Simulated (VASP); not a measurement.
# SiNi3 (I4/mmm) in VASP: further runs

SiNi3 is run at these levels: PBE; tasks: single point, relaxation of cell and atoms.

Everything below comes from runs of VASP 6.6.1. Logs are shortened: lines on timing, memory, paths and dates and some standing lists are left out, and cuts for length are marked.

### 1 The cell of the first run

Symmetry: I4/mmm, No. 139, tetragonal system. The conventional cell has a = 5.094 Å, b = 5.094 Å, c = 4.036 Å, α = 90.00°, β = 90.00°, γ = 90.00°. Within 2.7 Å of Si (site symmetry 4/mmm) lie 6 Ni at 2.02 to 2.55 Å. Within 2.7 Å of Ni (site symmetry mmm) lie 4 Ni at 2.02 to 2.55 Å and 2 Si at 2.55 Å. Within 2.7 Å of Ni (site symmetry 4/mmm) lie 2 Si at 2.02 Å and 4 Ni at 2.55 Å.

### 2 Single point, PBE, collinear spin, ferromagnetic start

File INCAR:

```
PREC = Accurate
ENCUT = 520
EDIFF = 1E-6
ISMEAR = 0
SIGMA = 0.1
LREAL = F
LASPH = T
NELM = 150
ALGO = Fast
ISIF = 2
LWAVE = F
LCHARG = T
ISPIN = 2
MAGMOM = 0 2 2 2
LORBIT = 11
LMAXMIX = 4
GGA = PE
LELF = T
LVHAR = T
NBANDS = 29
```

File KPOINTS:

```
regular mesh
0
Gamma
  6 6 6
```

File POSCAR:

```
SiNi3
1.0
   -2.5467710500      2.5467710500      2.0180948300
    2.5467710500     -2.5467710500      2.0180948300
    2.5467710500      2.5467710500     -2.0180948300
Si Ni
1 3
Direct
    0.5000000000      0.5000000000      0.0000000000
    0.5000000000      0.0000000000      0.5000000000
    0.0000000000      0.5000000000      0.5000000000
    0.0000000000      0.0000000000      0.0000000000
```

Potentials or basis: VASP PAW PBE potentials, release 64 (Si, Ni).

Started as:

```sh
> cat potpaw_PBE.64/Si/POTCAR potpaw_PBE.64/Ni/POTCAR > POTCAR
> mpirun -np 1 vasp_std > vasp.out
```

OUTCAR:

```text
PREC = Accurate
   ENCUT = 520
   EDIFF = 1E-6
   ISMEAR = 0
   LREAL = F
   LASPH = T
   NELM = 150
   ISIF = 2
   ISPIN = 2
   LORBIT = 11
   GGA = PE

 ion  position               nearest neighbor table
   1  0.500  0.500  0.000-   4 2.02   4 2.02   2 2.55   2 2.55   3 2.55   3 2.55
   2  0.500  0.000  0.500-   3 2.02   3 2.02   4 2.55   1 2.55   4 2.55   1 2.55
   3  0.000  0.500  0.500-   2 2.02   2 2.02   4 2.55   4 2.55   1 2.55   1 2.55
   4  0.000  0.000  0.000-   1 2.02   1 2.02   3 2.55   3 2.55   2 2.55   2 2.55

  LATTYP: Found a body centered tetragonal cell.
 ALAT       =     5.0935421000
 C/A-ratio  =     0.7924131343

  Lattice vectors:

 A1 = (  -2.5467710500,   2.5467710500,   2.0180948300)
 A2 = (   2.5467710500,  -2.5467710500,   2.0180948300)
 A3 = (   2.5467710500,   2.5467710500,  -2.0180948300)

Analysis of symmetry for initial positions (statically):
=====================================================================
 Subroutine PRICEL returns:
 Original cell was already a primitive cell.

 Routine SETGRP: Setting up the symmetry group for a
 body centered tetragonal supercell.

 Subroutine GETGRP returns: Found 16 space group operations
 (whereof 16 operations were pure point group operations)
 out of a pool of 16 trial point group operations.

The static configuration has the point symmetry D_4h.

Analysis of symmetry for dynamics (positions and initial velocities):
=====================================================================
 Subroutine PRICEL returns:
 Original cell was already a primitive cell.

 Routine SETGRP: Setting up the symmetry group for a
 body centered tetragonal supercell.

 Subroutine GETGRP returns: Found 16 space group operations
 (whereof 16 operations were pure point group operations)
 out of a pool of 16 trial point group operations.

The dynamic configuration has the point symmetry D_4h.

Analysis of structural, dynamic, and magnetic symmetry:
=====================================================================
 Subroutine PRICEL returns:
 Original cell was already a primitive cell.

 Routine SETGRP: Setting up the symmetry group for a
 body centered tetragonal supercell.

 Subroutine GETGRP returns: Found 16 space group operations
 (whereof 16 operations were pure point group operations)
 out of a pool of 16 trial point group operations.

The overall configuration has the point symmetry D_4h.

[... 127 lines left out ...]
   GGA     = PE    functional components
   LHFCALC =     F    Hartree Fock is set to
   AEXX    =    0.0000 exact exchange contribution
   IVDW    =     0    specifies the selected vdW correction
   LEPSILON=     F    determine dielectric tensor
   LRPA    =     F    only Hartree local field effects (RPA)
 spin polarized calculation
 RMM-DIIS sequential band-by-band and
 Gauss-broadening in eV      SIGMA  =   0.10
  energy-cutoff  :      520.00
  volume of cell :       52.36
 maximum number of plane-waves:      1427
   NGX = 15   NGY = 15   NGZ = 15

 number of electron      33.9999991 magnetization       1.2262939

 Free energy of the ion-electron system (eV)
  ---------------------------------------------------
  ext. energy  EPLUGINS =         0.00000000
  ---------------------------------------------------
  free energy    TOTEN  =       -18.95411734 eV

  energy without entropy =      -18.94323593  energy(sigma->0) =      -18.94867664

 E-fermi :   7.9482     XC(G=0): -11.8949

 val. band max:        7.9391804105   @ k =  -0.3333   0.1667  -0.0000
 cond. band min:       7.9587138624   @ k =   0.3333   0.1667   0.0000
 fundamental gap:      0.0195334519
 Fermi energy:         7.9481689812

 spin component 1

 k-point     1 :       0.0000    0.0000    0.0000
  band No.  band energies     occupation
      1      -2.4565      1.00000
      2       3.0855      1.00000
      3       3.5771      1.00000
      4       3.5771      1.00000
      5       4.3619      1.00000
      6       4.5798      1.00000
[... 757 lines left out ...]
     28      22.9041      0.00000
     29      23.9592      0.00000

 [... further k-points ...]

 spin component 2

 k-point     1 :       0.0000    0.0000    0.0000
  band No.  band energies     occupation
      1      -2.4528      1.00000
      2       3.3524      1.00000
      3       4.1372      1.00000
      4       4.1372      1.00000
      5       4.4796      1.00000
      6       4.7831      1.00000
[... 757 lines left out ...]
     28      22.9796      0.00000
     29      23.9770      0.00000

 [... further k-points ...]

------------------------ aborting loop because EDIFF is reached ----------------------------------------

  FORCE on cell =-STRESS in cart. coord.  units (eV):
  Direction    XX          YY          ZZ          XY          YZ          ZX
  --------------------------------------------------------------------------------------
  -------------------------------------------------------------------------------------
  Total       -4.7840058     -4.7840058     23.7597340      0.0000000     -0.0000000      0.0000000
  in kB     -146.3932025   -146.3932025    727.0608941      0.0000000     -0.0000000      0.0000000
  external PRESSURE =     144.7581631 kB  Pullay stress =       0.0000000 kB

 VOLUME and BASIS-vectors are now :
 -----------------------------------------------------------------------------
  energy-cutoff  :      520.00
  volume of cell :       52.36
      direct lattice vectors                 reciprocal lattice vectors
    -2.546771050  2.546771050  2.018094830     0.000000000  0.196327031  0.247758427
     2.546771050 -2.546771050  2.018094830     0.196327031  0.000000000  0.247758427
     2.546771050  2.546771050 -2.018094830     0.196327031  0.196327031  0.000000000

 POSITION                                       TOTAL-FORCE (eV/Angst)
 -----------------------------------------------------------------------------------
      0.00000      0.00000      2.01809         0.000000     -0.000000     -0.000000
      0.00000      2.54677      0.00000        -0.000000     -0.000000      0.000000
      2.54677      0.00000      0.00000         0.000000      0.000000     -0.000000
      0.00000      0.00000      0.00000         0.000000      0.000000     -0.000000
 -----------------------------------------------------------------------------------
    total drift:                               -0.000000     -0.000000      0.000000

  FREE ENERGIE OF THE ION-ELECTRON SYSTEM (eV)
  ---------------------------------------------------
  free  energy   TOTEN  =       -18.9541173446 eV

  energy  without entropy=      -18.9432359291  energy(sigma->0) =      -18.94867664

 total charge

# of ion       s       p       d       tot
------------------------------------------
    1        0.829   0.838   0.000   1.667
    2        0.529   0.432   8.430   9.391
    3        0.529   0.432   8.430   9.391
    4        0.550   0.522   8.515   9.587
--------------------------------------------------
tot          2.437   2.224  25.375  30.036

 magnetization (x)

# of ion       s       p       d       tot
------------------------------------------
    1        0.004  -0.001   0.000   0.003
    2        0.003  -0.004   0.594   0.592
    3        0.003  -0.004   0.594   0.592
    4        0.007   0.003   0.042   0.051
--------------------------------------------------
tot          0.016  -0.007   1.230   1.239
```

stdout:

```text
POSCAR found type information on POSCAR SiNi
 POSCAR found :  2 types and       4 ions
 scaLAPACK will be used
 LDA part: xc-table for (Slater+PW92), standard interpolation
 POSCAR, INCAR and KPOINTS ok, starting setup
 FFT: planning ... GRIDC
 FFT: planning ... GRID_SOFT
 FFT: planning ... GRID
 WAVECAR not read
 entering main loop
WARNING in EDDRMM: call to ZHEGV failed, returncode =   8  4     29
```

Run time: 67 s. Hardware: 1 thread of Intel Xeon Platinum 8375C at 2.90GHz (Ice Lake), shared host; peak memory 0.24 GiB.

What came out:

| Item | Value |
| --- | --- |
| Free energy | -18.9541 eV |
| Pressure | 14.5 GPa |
| Net moment | 1.23 μB per cell |
| Site moments | Si +0.00; Ni +0.59, +0.05 μB |
| Valence electrons inside the program's atomic spheres | Si 1.67; Ni 9.39, 9.59 |

Levels at points of the mesh, in eV from the Fermi level:
Spin up:
```tsv
k point	band 14	band 15	band 16	band 17	band 18	band 19	band 20	band 21
(0.00, 0.00, 0.00)	-0.57	-0.57	-0.07	-0.07	0.30	0.53	4.28	5.52
(0.50, 0.00, 0.00)	-1.61	-1.27	-1.08	-0.80	0.08	1.67	2.26	2.61
(0.50, 0.50, 0.00)	-1.15	-0.77	-0.59	-0.57	0.70	3.28	3.31	4.18
(0.50, 0.50, 0.50)	-1.56	-1.34	-0.66	-0.58	-0.58	0.46	1.12	3.91
```
Spin down:
```tsv
k point	band 14	band 15	band 16	band 17	band 18	band 19
(0.00, 0.00, 0.00)	-0.08	-0.08	0.42	0.42	0.55	0.67
(0.50, 0.00, 0.00)	-1.08	-0.98	-0.72	-0.61	0.27	1.79
(0.50, 0.50, 0.00)	-1.01	-0.38	0.40	0.42	0.92	3.31
(0.50, 0.50, 0.50)	-1.13	-1.09	-0.46	0.41	0.41	0.76
```

### 3 Relaxation of cell and atoms, PBE, collinear spin, ferromagnetic start

File INCAR:

```
ALGO     = Normal         # electronic algorithm
EDIFF    = 1E-6           # SCF threshold, eV
EDIFFG   = -0.04          # ionic threshold
ENCUT    = 600            # plane-wave cutoff, eV
GGA      = PE             # functional
IBRION   = 2              # ionic algorithm
ISIF     = 3              # what is computed and relaxed
ISMEAR   = 0              # smearing method
ISPIN    = 2              # spin polarisation
LASPH    = T              # aspherical terms in the spheres
LCHARG   = F              # write CHGCAR
LMAXMIX  = 4              # l up to which the mixer works
LORBIT   = 11             # projections on sites
LREAL    = F              # projectors in reciprocal space
LWAVE    = F              # write WAVECAR
MAGMOM   = 0 2 2 2        # initial moments
NELM     = 150            # most SCF steps
NSW      = 90             # ionic steps
PREC     = Accurate       # precision mode
SIGMA    = 0.1            # smearing width, eV
```

File KPOINTS:

```
k-points
0
Gamma
  6 6 6
```

POSCAR is that of step 2.

Potentials or basis: VASP PAW PBE potentials, release 64 (Si, Ni).

Started as:

```sh
> cat potpaw_PBE.64/Si/POTCAR potpaw_PBE.64/Ni/POTCAR > POTCAR
> mpirun -np 1 vasp_std > vasp.out
```

Run time: 7.9 min. Hardware: 1 thread of Intel Xeon Platinum 8375C at 2.90GHz (Ice Lake), shared host; peak memory 0.28 GiB.

It converged, with:

* Free energy: -20.8153 eV
* Relaxed volume: 12.74 Å³/atom
* Relaxed cell: a = 4.045 Å, b = 4.045 Å, c = 4.045 Å, α = 109.41°, β = 109.41°, γ = 109.60°
* Space group after relaxing (to 0.05 Å): Im-3m (No. 229)
* Energy gained by relaxing: 465.4 meV/atom
* Ionic steps: 7
* Pressure after relaxing: -0.2 GPa
* Band gap on the k mesh: zero (filled and empty bands overlap)
* Net moment: 0.00 μB per cell
* Valence electrons inside the program's atomic spheres: Si 1.59; Ni 9.36

Stress tensor (GPa, compression positive):
```
-0.44  0.00  0.00
 0.00 -0.44  0.00
 0.00  0.00  0.23
```

The path:
| step | energy change (eV) | largest force (eV/Å) | pressure (GPa) | volume (Å³) |
| --- | --- | --- | --- | --- |
| 1 | 0.0000 | 0.0000 | 14.36 | 52.36 |
| 2 | -1.2409 | 0.0000 | -15.05 | 59.74 |
| 3 | -1.5428 | 0.0000 | -11.95 | 56.81 |
| 4 | -1.8436 | 0.0000 | 3.20 | 49.88 |
| 5 | -1.8612 | 0.0000 | -0.38 | 51.03 |
| 6 | -1.8611 | 0.0000 | -0.77 | 51.14 |
| 7 | -1.8617 | 0.0000 | -0.22 | 50.97 |

Final structure:
```
CELL_PARAMETERS angstrom
-2.33747 2.33747 2.33197
2.33747 -2.33747 2.33197
2.33747 2.33747 -2.33197
ATOMIC_POSITIONS crystal
Si 0.50000 0.50000 0.00000
Ni 0.50000 0.00000 0.50000
Ni 0.00000 0.50000 0.50000
Ni 0.00000 0.00000 0.00000
```

Levels at points of the mesh, in eV from the Fermi level:
Spin up:
| k point | band 15 | band 16 | band 17 | band 18 | band 19 | band 20 |
| --- | --- | --- | --- | --- | --- | --- |
| (0.00, 0.00, 0.00) | -0.06 | 0.38 | 0.38 | 0.38 | 1.00 | 5.01 |
| (0.50, 0.00, 0.00) | -0.54 | -0.34 | -0.22 | 1.12 | 1.36 | 3.21 |
| (0.50, 0.50, 0.00) | -0.53 | -0.32 | -0.21 | 1.15 | 1.35 | 3.22 |
| (0.50, 0.50, 0.50) | -0.96 | -0.10 | -0.09 | -0.09 | 1.38 | 2.57 |
Spin down:
```tsv
k point	band 13	band 14	band 15	band 16	band 17	band 18	band 19	band 20	band 21	band 22
(0.00, 0.00, 0.00)	-0.07	-0.06	-0.06	0.38	0.38	0.38	1.00	5.01	5.01	5.01
(0.50, 0.00, 0.00)	-1.06	-0.84	-0.54	-0.34	-0.22	1.12	1.36	3.21	3.24	7.49
(0.50, 0.50, 0.00)	-1.06	-0.85	-0.53	-0.32	-0.21	1.15	1.35	3.22	3.26	7.46
(0.50, 0.50, 0.50)	-0.96	-0.96	-0.96	-0.10	-0.09	-0.09	1.38	2.57	2.59	8.35
```

Caveat: the starting moments collapsed, and a magnetic state may lie lower.
